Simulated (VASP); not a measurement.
Here is a VASP 6.6.1 calculation.

File INCAR:

```
SYSTEM = SnO
PREC = Accurate
ENCUT = 1340
EDIFF = 1E-6
ISMEAR = 0
SIGMA = 0.01
LREAL = .FALSE.
LASPH = .TRUE.
NELM = 120
ALGO = Normal
ISIF = 2
LWAVE = .FALSE.
LCHARG = .FALSE.
GGA = PS
NBANDS = 28
GGA_COMPAT = .FALSE.
```

KPOINTS

```
regular mesh
0
G
  5 3 4
  0 0 0
```

POSCAR

```
SnO
1.0
    3.3550050000      0.0000000000      0.0000000000
    0.0000000000      5.6741040000      0.0000000000
    0.0000000000      0.0000000000      4.2219700000
Sn O
2 2
Direct
    0.0000000000      0.2319090000      0.5131440000
    0.5000000000      0.7680910000      0.0131440000
    0.0000000000      0.8912500000      0.7368570000
    0.5000000000      0.1087500000      0.2368570000
```

Potentials or basis: VASP PAW PBE potentials, release 64 (Sn_d, O_h).

The run is started by

```bash
$ cat potpaw_PBE.64/Sn_d/POTCAR potpaw_PBE.64/O_h/POTCAR > POTCAR
$ mpirun -np 1 vasp_std > vasp.out
```

Estimate the band gap on the k mesh.

1.54 eV (least direct gap 2.13 eV).

Predict the pressure.

-2.9 GPa.

Predict the largest force.

0.360 eV/Å.

Stress tensor (GPa, compression positive):
```
-3.46  0.00  0.00
 0.00 -2.58  0.00
 0.00  0.00 -2.59
```

Caveat: the PAW data sets were made with another functional, which shifts forces and pressure a little; spin-orbit coupling is left out, which moves the levels of the heavy elements. A k mesh can miss the band edges.
